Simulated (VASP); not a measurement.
# Al3BP2 (P6/mmm) in VASP: relaxation of cell and atoms with PBE

Aim: the relaxation of cell and atoms of Al3BP2 with PBE.

Everything below comes from runs of VASP 6.6.1. Logs are shortened: lines on timing, memory, paths and dates and some standing lists are left out, and cuts for length are marked.

## 1. The cell of the first run

It takes space group P6/mmm (No. 191, hexagonal). Conventional cell: a = 4.864 Å, b = 4.864 Å, c = 7.601 Å, α = 90.00°, β = 90.00°, γ = 120.00°. Within 1.9 Å of Al (site symmetry mmm) lie 2 P at 1.40 Å. B (site symmetry 6/mmm) has 6 Al at 2.43 Å and 6 P at 2.81 Å within 3.2 Å. P (site symmetry -6m2) has 3 Al at 1.40 Å within 1.9 Å.

The cell was built from a structure type or drawn by symmetry, and may not be a known phase.

## 2. Relaxation of cell and atoms, PBE

File INCAR:

```
SYSTEM = Al3BP2
ALGO     = Normal         ! electronic algorithm
EDIFF    = 1E-7           ! SCF threshold, eV
EDIFFG   = -0.04          ! ionic threshold
ENCUT    = 910            ! plane-wave cutoff, eV
GGA      = PE             ! functional
GGA_COMPAT= .False.      
IBRION   = 2              ! ionic algorithm
ISIF     = 3              ! what is computed and relaxed
ISMEAR   = 0              ! smearing method
LASPH    = .True.         ! aspherical terms in the spheres
LCHARG   = .False.        ! write CHGCAR
LREAL    = .False.        ! projectors in reciprocal space
LWAVE    = .False.        ! write WAVECAR
NELM     = 120            ! most SCF steps
NELMIN   = 4            
NSW      = 90             ! ionic steps
PREC     = Accurate       ! precision mode
SIGMA    = 0.1            ! smearing width, eV
```

File KPOINTS:

```
k-points
0
Gamma
  6 6 2
  0 0 0
```

File POSCAR:

```
Al3BP2
1.0
    4.8644328800      0.0000000000      0.0000000000
   -2.4322164400      4.2127224500      0.0000000000
    0.0000000000      0.0000000000      7.6014853300
Al B P
3 1 2
Direct
    0.5000000000      0.0000000000      0.5000000000
    0.0000000000      0.5000000000      0.5000000000
    0.5000000000      0.5000000000      0.5000000000
    0.0000000000      0.0000000000      0.5000000000
    0.3333333300      0.6666666700      0.5000000000
    0.6666666700      0.3333333300      0.5000000000
```

Potentials or basis: VASP PAW PBE potentials, release 64 (Al, B_h, P).

Command:

```
$ cat potpaw_PBE.64/Al/POTCAR potpaw_PBE.64/B_h/POTCAR potpaw_PBE.64/P/POTCAR > POTCAR
$ mpirun -np 1 vasp_std > vasp.out
```

OUTCAR:

```text
SYSTEM = Al3BP2
   EDIFF = 1E-7
   EDIFFG = -0.04
   ENCUT = 910
   GGA = PE
   IBRION = 2
   ISIF = 3
   ISMEAR = 0
   LASPH = .True.
   LREAL = .False.
   NELM = 120
   NELMIN = 4
   NSW = 90
   PREC = Accurate

 ion  position               nearest neighbor table
   1  0.500  0.000  0.500-   5 1.40   6 1.40   2 2.43   3 2.43   3 2.43   2 2.43
   2  0.000  0.500  0.500-   5 1.40   6 1.40   3 2.43   3 2.43   1 2.43   1 2.43
   3  0.500  0.500  0.500-   5 1.40   6 1.40   2 2.43   2 2.43   1 2.43   1 2.43
   4  0.000  0.000  0.500-
   5  0.333  0.667  0.500-   2 1.40   1 1.40   3 1.40   6 2.81   6 2.81   6 2.81
   6  0.667  0.333  0.500-   2 1.40   1 1.40   3 1.40   5 2.81   5 2.81   5 2.81

 -----------------------------------------------------------------------------
|                                                                             |
|           W    W    AA    RRRRR   N    N  II  N    N   GGGG   !!!           |
|           W    W   A  A   R    R  NN   N  II  NN   N  G    G  !!!           |
|           W    W  A    A  R    R  N N  N  II  N N  N  G       !!!           |
|           W WW W  AAAAAA  RRRRR   N  N N  II  N  N N  G  GGG   !            |
|           WW  WW  A    A  R   R   N   NN  II  N   NN  G    G                |
|           W    W  A    A  R    R  N    N  II  N    N   GGGG   !!!           |
|                                                                             |
|     The distance between some ions is very small. Please check the          |
|     nearest-neighbor list in the OUTCAR file.                               |
|     I HOPE YOU KNOW WHAT YOU ARE DOING!                                     |
|                                                                             |
 -----------------------------------------------------------------------------

  LATTYP: Found a hexagonal cell.
 ALAT       =     4.8644328800
 C/A-ratio  =     1.5626663000

  Lattice vectors:

 A1 = (   4.8644328800,   0.0000000000,   0.0000000000)
 A2 = (  -2.4322164400,   4.2127224500,   0.0000000000)
 A3 = (   0.0000000000,   0.0000000000,   7.6014853300)

Analysis of symmetry for initial positions (statically):
=====================================================================
 Subroutine PRICEL returns:
 Original cell was already a primitive cell.

 Routine SETGRP: Setting up the symmetry group for a
 hexagonal supercell.

 Subroutine GETGRP returns: Found 24 space group operations
 (whereof 24 operations were pure point group operations)
 out of a pool of 24 trial point group operations.

The static configuration has the point symmetry D_6h.

Analysis of symmetry for dynamics (positions and initial velocities):
=====================================================================
 Subroutine PRICEL returns:
 Original cell was already a primitive cell.

 Routine SETGRP: Setting up the symmetry group for a
 hexagonal supercell.

 Subroutine GETGRP returns: Found 24 space group operations
 (whereof 24 operations were pure point group operations)
 out of a pool of 24 trial point group operations.

The dynamic configuration has the point symmetry D_6h.

 Subroutine INISYM returns: Found 24 space group operations
 (whereof 24 operations are pure point group operations),
 and found     1 'primitive' translations

----------------------------------------------------------------------------------------

                                     Primitive cell

  volume of cell :     155.7735

  direct lattice vectors                    reciprocal lattice vectors
     4.864432880  0.000000000  0.000000000     0.205573810  0.118688094  0.000000000
    -2.432216440  4.212722450  0.000000000     0.000000000  0.237376189  0.000000000
     0.000000000  0.000000000  7.601485330     0.000000000  0.000000000  0.131553237

  length of vectors
     4.864432880  4.864432881  7.601485330     0.237376189  0.237376189  0.131553237

  position of ions in fractional coordinates (direct lattice)
     0.500000000  0.000000000  0.500000000
     0.000000000  0.500000000  0.500000000
     0.500000000  0.500000000  0.500000000
     0.000000000  0.000000000  0.500000000
     0.333333330  0.666666670  0.500000000
     0.666666670  0.333333330  0.500000000

  ion indices of the primitive-cell ions
   primitive index   ion index
                 1           1
                 2           2
                 3           3
                 4           4
                 5           5
                 6           6

[... 46 lines left out ...]
   dimension x,y,z NGXF=    96 NGYF=   96 NGZF=  160
   ions per type =               3   1   2
   NGX,Y,Z   is equivalent  to a cutoff of  16.40, 16.40, 17.50 a.u.
   NGXF,Y,Z  is equivalent  to a cutoff of  32.81, 32.81, 34.99 a.u.
 SYSTEM =  Al3BP2
   PREC   = accura    normal or accurate (medium, high low for compatibility)
   ISTART =      0    job   : 0-new  1-cont  2-samecut
   ICHARG =      2    charge: 1-file 2-atom 10-const
   ISPIN  =      1    spin polarized calculation?
   LNONCOLLINEAR =      F non collinear calculations
   LSORBIT =      F    spin-orbit coupling
   LASPH  =      T    aspherical Exc in radial PAW
   ENCUT  =  910.0 eV  66.88 Ry    8.18 a.u.  11.96 11.96 18.70*2*pi/ulx,y,z
   NELM   =    120;   NELMIN=  4; NELMDL= -5     # of ELM steps
   EDIFF  = 0.1E-06   stopping-criterion for ELM
   LREAL  =      F    real-space projection
   EDIFFG = -.4E-01   stopping-criterion for IOM
   NSW    =     90    number of steps for IOM
   IBRION =      2    ionic relax: 0-MD 1-quasi-New 2-CG
   NFREE  =      1    steps in history (QN), initial steepest desc. (CG)
   ISIF   =      3    stress and relaxation
   ISYM   =      2    0-nonsym 1-usesym 2-fastsym
   POTIM  = 0.5000    time-step for ionic-motion
   TEBEG  =    0.0;   TEEND  =   0.0 temperature during run
   PSTRESS=    0.0 pullay stress
   NELECT =      22.0000    total number of electrons
   NUPDOWN=      -1.0000    fix difference up-down
   EMIN   =  10.00;   EMAX   =-10.00  energy-range for DOS
   EFERMI =   0.00;   METHOD = LEGACY
   ISMEAR =     0;   SIGMA  =   0.10  broadening in eV -4-tet -1-fermi 0-gaus
   EFERMI_NEDOS =   21; number of points for ismear=-14 and -15
   IALGO  =     38    algorithm
   IMIX   =      4    mixing-type and parameters
     AMIX     =   0.40;   BMIX     =  1.00
     AMIX_MAG =   1.60;   BMIX_MAG =  1.00
  volume/ion in A,a.u.               =      25.96       175.20
  Fermi-wavevector in a.u.,A,eV,Ry     =   0.852546  1.611079  9.889189  0.726835
  Thomas-Fermi vector in A             =   1.968851
   LORBIT       =      0    0 simple, 1 ext, 2 COOP (PROOUT), +10 PAW based schemes
   GGA     = PE    functional components
   LHFCALC =     F    Hartree Fock is set to
   AEXX    =    0.0000 exact exchange contribution
   IVDW    =     0    specifies the selected vdW correction
   LEPSILON=     F    determine dielectric tensor
   LRPA    =     F    only Hartree local field effects (RPA)
 conjugate gradient relaxation of ions
 non-spin polarized calculation
 Gauss-broadening in eV      SIGMA  =   0.10
  energy-cutoff  :      910.00
  volume of cell :      155.77
 maximum number of plane-waves:      9732
 NGX is ok and might be reduce to    48
   NGX = 23   NGY = 23   NGZ = 37

--------------------------------------- Ionic step        1  -------------------------------------------

 number of electron      22.0000001 magnetization

 Free energy of the ion-electron system (eV)
  ---------------------------------------------------
  ext. energy  EPLUGINS =         0.00000000
  ---------------------------------------------------
  free energy    TOTEN  =        67.73287611 eV

  energy without entropy =       67.74398353  energy(sigma->0) =       67.73842982

------------------------ aborting loop because EDIFF is reached ----------------------------------------

  FORCE on cell =-STRESS in cart. coord.  units (eV):
  Direction    XX          YY          ZZ          XY          YZ          ZX
  --------------------------------------------------------------------------------------
  -------------------------------------------------------------------------------------
  Total      245.0463249    245.0463250     -0.0131911     -0.0000000      0.0000000      0.0000000
  in kB     2520.3755144   2520.3755155     -0.1356740     -0.0000000      0.0000000      0.0000000
  external PRESSURE =    1680.2051186 kB  Pullay stress =       0.0000000 kB
[... 101 lines left out ...]
  FREE ENERGIE OF THE ION-ELECTRON SYSTEM (eV)
  ---------------------------------------------------
  free  energy   TOTEN  =        -4.7713141357 eV

  energy  without entropy=       -4.5762764325  energy(sigma->0) =       -4.67379528

 E-fermi :   0.0369     XC(G=0):  -4.8056

 val. band max:       -0.0229169217   @ k =   0.3333   0.3333   0.5000
 cond. band min:       0.0621842630   @ k =   0.5000   0.0000   0.0000
 fundamental gap:      0.0851011846
 Fermi energy:         0.0369061465

 k-point     1 :       0.0000    0.0000    0.0000
  band No.  band energies     occupation
      1     -13.1033      2.00000
      2     -12.1371      2.00000
      3      -7.1817      2.00000
      4      -7.1817      2.00000
      5      -5.1663      2.00000
      6      -5.1663      2.00000
      7      -5.0581      2.00000
      8      -4.1281      2.00000
      9      -2.8894      2.00000
     10      -0.5480      2.00000
     11      -0.5480      2.00000
     12       0.2960      0.00025
     13       0.8011      0.00000
     14       2.2885      0.00000
[... 221 lines left out ...]
      2     -12.6766      2.00000
      3      -7.4427      2.00000
      4      -6.1582      2.00000
      5      -6.1582      2.00000
      6      -4.8766      2.00000
      7      -4.7260      2.00000
      8      -3.6266      2.00000
      9      -3.6266      2.00000
     10      -0.0229      1.60246
     11       0.0946      0.41474
     12       0.0946      0.41474
     13       0.1889      0.03157
     14       0.5893      0.00000
     15       0.5893      0.00000

[... ionic steps 4 to 7 ...]

--------------------------------------- Ionic step        8  -------------------------------------------

 number of electron      22.0000005 magnetization

------------------------ aborting loop because EDIFF is reached ----------------------------------------
[... 75 lines left out ...]
--------------------------------------- Ionic step       10  -------------------------------------------

 number of electron      22.0000005 magnetization

 Free energy of the ion-electron system (eV)
  ---------------------------------------------------
  ext. energy  EPLUGINS =         0.00000000
  ---------------------------------------------------
  free energy    TOTEN  =       -18.87333318 eV

  energy without entropy =      -18.86484301  energy(sigma->0) =      -18.86908809

 E-fermi :  -0.8518     XC(G=0):  -4.5146

 val. band max:       -0.9242863349   @ k =   0.5000   0.0000   0.5000
 cond. band min:      -0.7715644009   @ k =   0.3333   0.3333   0.0000
 fundamental gap:      0.1527219340
 Fermi energy:        -0.8518020671

 k-point     1 :       0.0000    0.0000    0.0000
  band No.  band energies     occupation
      1     -12.6806      2.00000
      2     -12.0158      2.00000
      3      -7.2222      2.00000
      4      -7.2222      2.00000
      5      -6.0125      2.00000
      6      -5.1957      2.00000
      7      -5.1957      2.00000
      8      -3.9037      2.00000
      9      -2.9131      2.00000
     10      -1.5919      2.00000
     11      -1.1599      1.99999
     12      -1.1599      1.99999
     13      -0.1567      0.00000
     14       0.2161      0.00000
[... 266 lines left out ...]
  FREE ENERGIE OF THE ION-ELECTRON SYSTEM (eV)
  ---------------------------------------------------
  free  energy   TOTEN  =       -18.8733331763 eV

  energy  without entropy=      -18.8648430127  energy(sigma->0) =      -18.86908809

 reached required accuracy - stopping structural energy minimisation
```

It took 25 min on 1 thread of Intel Xeon 6975P-C (Granite Rapids), shared host; peak memory 0.52 GiB.

What came out:

- Free energy: -18.8733 eV
- Relaxed cell: a = 7.723 Å, b = 7.723 Å, c = 7.597 Å, α = 90.00°, β = 90.00°, γ = 120.00°
- Space group after relaxing (to 0.1 Å): P6/mmm (No. 191)
- Energy gained by relaxing: 14434.4 meV/atom
- Ionic steps: 10
- Pressure after relaxing: 0.0 GPa
- Band gap on the k mesh: zero (bands 11 and 12 overlap by 0.41 eV)

The path:
| step | energy change (eV) | largest force (eV/Å) | pressure (GPa) | volume (Å³) |
| --- | --- | --- | --- | --- |
| 1 | 0.0000 | 0.0000 | 168.02 | 155.77 |
| 2 | -71.6513 | 0.0000 | -1.01 | 1374.18 |
| 3 | -72.5042 | 0.0000 | -1.08 | 1285.24 |
| 4 | -73.3365 | 0.0000 | -1.15 | 1203.88 |
| 5 | -83.7967 | 0.0000 | -2.44 | 556.45 |
| 6 | -84.8481 | 0.0000 | 6.82 | 325.27 |
| 7 | -85.8391 | 0.0000 | -1.96 | 461.70 |
| 8 | -86.6049 | 0.0000 | 0.11 | 390.50 |
| 9 | -86.6031 | 0.0000 | -0.19 | 396.28 |
| 10 | -86.6062 | 0.0000 | -0.01 | 392.42 |

Final structure:
```yaml
crystal:
  lattice:
    - [7.72311, 0.00000, 0.00000]
    - [-3.86156, 6.68841, 0.00000]
    - [0.00000, 0.00000, 7.59687]
  atoms:
    - { symbol: Al, position: [0.50000, 0.00000, 0.50000] }
    - { symbol: Al, position: [0.00000, 0.50000, 0.50000] }
    - { symbol: Al, position: [0.50000, 0.50000, 0.50000] }
    - { symbol: B, position: [0.00000, 0.00000, 0.50000] }
    - { symbol: P, position: [0.33333, 0.66667, 0.50000] }
    - { symbol: P, position: [0.66667, 0.33333, 0.50000] }
```

Caveat: the k points lie up to 0.41 Å⁻¹ apart in the final cell; the volume moved by over 15 % at a fixed basis, so the end points are rough.
